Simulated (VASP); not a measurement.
A run of VASP 6.6.1 is set up as follows.

INCAR

```
PREC     = Accurate       # precision mode
ENCUT    = 520            # plane-wave cutoff, eV
EDIFF    = 1E-6           # SCF threshold, eV
ISMEAR   = 0              # smearing method
SIGMA    = 0.1            # smearing width, eV
LREAL    = False          # projectors in reciprocal space
LASPH    = True           # aspherical terms in the spheres
NELM     = 60             # most SCF steps
ALGO     = Normal         # electronic algorithm
ISIF     = 2              # what is computed and relaxed
LWAVE    = False          # write WAVECAR
LCHARG   = False          # write CHGCAR
GGA      = PE             # functional
NBANDS   = 16             # bands
```

File KPOINTS:

```
regular mesh
0
Gamma
  4 4 4
```

Contents of POSCAR:

```
AsSe2
1.0
    0.0000000000      3.5252894500      3.5252894500
    3.5252894500      0.0000000000      3.5252894500
    3.5252894500      3.5252894500      0.0000000000
As Se
1 2
Direct
    0.0000000000      0.0000000000      0.0000000000
    0.2500000000      0.2500000000      0.2500000000
    0.7500000000      0.7500000000      0.7500000000
```

Potentials or basis: VASP PAW PBE potentials, release 64 (As, Se).

The run is started by

```console
$ cat potpaw_PBE.64/As/POTCAR potpaw_PBE.64/Se/POTCAR > POTCAR
$ mpirun -np 1 vasp_std > vasp.out
```

(1) Estimate the pressure.

(2) Estimate the band gap on the k mesh.

Results:

(1) -8.0 GPa.

(2) zero (an odd number of electrons rules out a gap without spin polarisation).

Caveat: the k points lie up to 0.39 Å⁻¹ apart, too coarse for converged energies and pressures of a metal.
